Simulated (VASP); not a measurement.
## FeSi16 (a cell with a defect): single point with PBEsol

System: FeSi16 (a cell with a defect).

```
Si Fe
1.0
     0.00000    5.43000    5.43000
     5.43000    0.00000    5.43000
     5.43000    5.43000    0.00000
Si Fe
16 1
Direct
  0.00560 0.99529 0.99537
  0.12140 0.12413 0.12400
  0.99827 0.00039 0.49881
  0.12470 0.12691 0.62351
  0.99820 0.49885 0.00037
  0.12472 0.62350 0.12684
  0.99736 0.50243 0.50254
  0.12670 0.62544 0.62548
  0.49901 0.00130 0.00136
  0.63194 0.12351 0.12333
  0.50290 0.00046 0.49787
  0.62288 0.12752 0.62624
  0.50291 0.49800 0.00043
  0.62274 0.62604 0.12807
  0.49952 0.50013 0.50072
  0.62214 0.62553 0.62555
  0.25312 0.24719 0.24742
```

```
Program             : VASP 6.6.1
Task                : single point
Functional          : PBEsol
Potentials or basis : VASP PAW PBE potentials, release 64 (Si, Fe)
Cutoff              : 520 eV
k mesh              : 1 × 1 × 1
Occupations         : gaussian, width 0.02 eV
Spin                : collinear spin, ferromagnetic start
Starting moments    : [0.0, 0.0, 0.0, 0.0, 0.0, 0.0, 0.0, 0.0, 0.0, 0.0, 0.0, 0.0, 0.0, 0.0, 0.0, 0.0, 1.6] μB
```

* Pressure: 4.4 GPa
* Largest force: 0.945 eV/Å
* Net moment: 4.00 μB per cell
* Site moments: Si +0.07, +0.12, +0.08, +0.09, +0.06, +0.04, +0.02, -0.00 (each value once); Fe +1.50 μB
* Valence electrons inside the program's atomic spheres: Si 1.70, 1.69, 1.66, 1.71, 1.67, 1.68, 1.73 (each value once); Fe 7.34

Forces on the atoms (eV/Å):
```
Si  -0.583 -0.010 -0.022
Si   0.905  0.188  0.194
Si  -0.550 -0.079 -0.123
Si   0.041 -0.527  0.551
Si  -0.542 -0.121 -0.089
Si   0.039  0.549 -0.525
Si   0.145 -0.015 -0.015
Si   0.720 -0.166 -0.157
Si   0.053 -0.003 -0.024
Si   0.880 -0.167 -0.157
Si  -0.543  0.105  0.052
Si  -0.035  0.367 -0.341
Si  -0.536  0.063  0.103
Si  -0.038 -0.351  0.376
Si  -0.261 -0.018 -0.022
Si   0.715  0.178  0.186
Fe  -0.407  0.007  0.013
```

Stress tensor (GPa, compression positive):
```
 3.90  0.01  0.01
 0.01  4.58 -0.64
 0.01 -0.64  4.59
```

Levels at points of the mesh, in eV from the Fermi level:
Spin up:
```
           k point  band 35  band 36  band 37  band 38  band 39  band 40  band 41  band 42
(0.00, 0.00, 0.00)    -0.34    -0.27    -0.25    -0.18     0.33     0.35     0.56     0.59
```
Spin down:
```
           k point  band 30  band 31  band 32  band 33  band 34  band 35  band 36  band 37  band 38  band 39
(0.00, 0.00, 0.00)    -0.87    -0.86    -0.86    -0.14    -0.06     0.06     0.10     0.25     0.25     0.83
```

Run time: 3.2 min on 1 thread of Intel Xeon 8259CL (shared host), peak memory 0.62 GiB.

Caveat: the k points lie up to 1.00 Å⁻¹ apart, too coarse for converged energies, forces and pressures; the PAW data sets were made with another functional, which shifts forces and pressure a little.
